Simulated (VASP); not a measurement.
Input of a VASP 6.6.1 run:

INCAR

```
SYSTEM = C
PREC = Accurate
ENCUT = 520
EDIFF = 1E-6
ISMEAR = 0
SIGMA = 0.1
LREAL = .FALSE.
LASPH = .TRUE.
NELM = 60
ALGO = Normal
ISIF = 2
LWAVE = .FALSE.
LCHARG = .FALSE.
GGA = PE
NBANDS = 36
```

The input KPOINTS:

```
regular mesh
0
G
  6 6 6
  0 0 0
```

Contents of POSCAR:

```
C
1.0
    2.8676954686      1.6556647507      4.8905740518
   -2.8676954686      1.6556647507      4.8905740518
    0.0000000000     -3.3113295014      4.8905740518
C
12
Direct
    0.0101900000      0.6536100000      0.0101900000
    0.0101900000      0.0101900000      0.6536100000
    0.6536100000      0.0101900000      0.0101900000
    0.9898100000      0.3463900000      0.9898100000
    0.3463900000      0.9898100000      0.9898100000
    0.9898100000      0.9898100000      0.3463900000
    0.2211800000      0.6306000000      0.2211800000
    0.2211800000      0.2211800000      0.6306000000
    0.6306000000      0.2211800000      0.2211800000
    0.7788200000      0.3694000000      0.7788200000
    0.3694000000      0.7788200000      0.7788200000
    0.7788200000      0.7788200000      0.3694000000
```

Potentials or basis: VASP PAW PBE potentials, release 64 (C).

Command:

```sh
$ cat potpaw_PBE.64/C/POTCAR > POTCAR
$ mpirun -np 1 vasp_std > vasp.out
```

What does it give for the band gap on the k mesh?

Zero (band 24 reaches 3.37 eV, above the bottom of band 25 at 2.88 eV).

Predict the pressure.

-25.9 GPa.

Stress tensor (GPa, compression positive):
```
-26.16   0.00   0.00
  0.00 -26.16   0.00
  0.00   0.00 -25.47
```

Caveat: forces of over 1 eV/Å act on the atoms, so gaps and moduli don't describe the material at rest.
